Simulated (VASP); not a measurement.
Be2S3, 5 atoms in the cell. The structure is monoclinic, space group C2 (No. 5). The conventional cell has a = 4.720 Å, b = 5.211 Å, c = 6.519 Å, α = 90.00°, β = 92.63°, γ = 90.00°. Within 2.8 Å of Be (site symmetry 1) lie 4 S at 2.08 to 2.16 Å. Within 2.8 Å of S (site symmetry 1) lie 2 Be at 2.08 to 2.12 Å and 1 S at 2.11 Å. Within 2.8 Å of S (site symmetry 2) lie 4 Be at 2.13 to 2.16 Å. 

| Quantity | Value |
| --- | --- |
| Program | VASP 6.6.1 |
| Task | single point |
| Functional | PBE |
| Potentials or basis | VASP PAW PBE potentials, release 64 (Be, S) |
| Cutoff | 520 eV |
| k mesh | 8 × 8 × 4 |
| Occupations | gaussian, width 0.02 eV |
| Spin | no spin polarisation |
| Dipole correction | no |
| Further INCAR settings | ALGO = Normal; EDIFF = 1e-07; NBANDS = 19 |

Potentials or basis: VASP PAW PBE potentials, release 64 (Be, S).

The run is started by

```sh
$ cat potpaw_PBE.64/Be/POTCAR potpaw_PBE.64/S/POTCAR > POTCAR
$ mpirun -np 1 vasp_std > vasp.out
```

Hardware: 1 thread of Intel(R) Xeon(R) Platinum 8259CL CPU @ 2.50GHz (Skylake/Cascade Lake), with other jobs on the host.

Task: How long does it take, and how much memory?

Result: Wall time 82 s on 1 thread of Intel(R) Xeon(R) Platinum 8259CL CPU @ 2.50GHz (Skylake/Cascade Lake), with other jobs on the host, peak memory 0.23 GiB. Counts: scf iterations 14, k points 78.
